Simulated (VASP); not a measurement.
Wanted: the native input for a VASP 6.6.1 run.

| Item | Value |
| --- | --- |
| Task | single point |
| Functional | PBE |
| Potentials or basis | VASP PAW PBE potentials, release 64 (Sc_sv, B, Sb, P) |
| Cutoff | 520 eV |
| k mesh | 4 × 4 × 2 |
| Occupations | gaussian, width 0.1 eV |
| Spin | no spin polarisation |
| Dipole correction | no |
| Further INCAR settings | ALGO = Normal; EDIFF = 1e-07; NBANDS = 26 |

The structure of ScBSbP3 lies in POSCAR:

```
ScBSbP3
1.0
    4.1249884371      0.0000000000      0.0000000000
    0.0000000000      8.0721395901      0.0000000000
    0.0000000000      0.0000000000      4.8539647750
Sc B Sb P
1 1 1 3
Direct
    0.0000000000      0.5000000000      0.5000000000
    0.0000000000      0.0000000000      0.0000000000
    0.5000000000      0.0000000000      0.0000000000
    0.5000000000      0.6463095076      0.0000000000
    0.5000000000      0.3536904924      0.0000000000
    0.0000000000      0.5000000000      0.0000000000
```

The cell was built from a structure type or drawn by symmetry, and may not be a known phase.

The input as run:

INCAR

```
PREC = Accurate
ENCUT = 520
EDIFF = 1E-7
ISMEAR = 0
SIGMA = 0.1
LREAL = F
LASPH = T
NELM = 60
ALGO = Normal
ISIF = 2
LWAVE = F
LCHARG = F
GGA = PE
NBANDS = 26
```

KPOINTS

```
regular mesh
0
Gamma
  4 4 2
```

Potentials or basis: VASP PAW PBE potentials, release 64 (Sc_sv, B, Sb, P).

The run is started by

```console
$ cat potpaw_PBE.64/Sc_sv/POTCAR potpaw_PBE.64/B/POTCAR potpaw_PBE.64/Sb/POTCAR potpaw_PBE.64/P/POTCAR > POTCAR
$ mpirun -np 1 vasp_std > vasp.out
```

It gave:

* Pressure: 0.2 GPa
* Largest force: 0.050 eV/Å
* Band gap on the k mesh: zero (bands 17 and 18 overlap by 1.41 eV)

Caveat: the k points lie up to 0.65 Å⁻¹ apart, too coarse for converged energies and pressures of a metal; spin-orbit coupling is left out, which moves the levels of the heavy elements.

Wall time 40 s on 1 thread of Intel(R) Xeon(R) 6975P-C (Granite Rapids), on a shared host, peak memory 0.3 GiB.
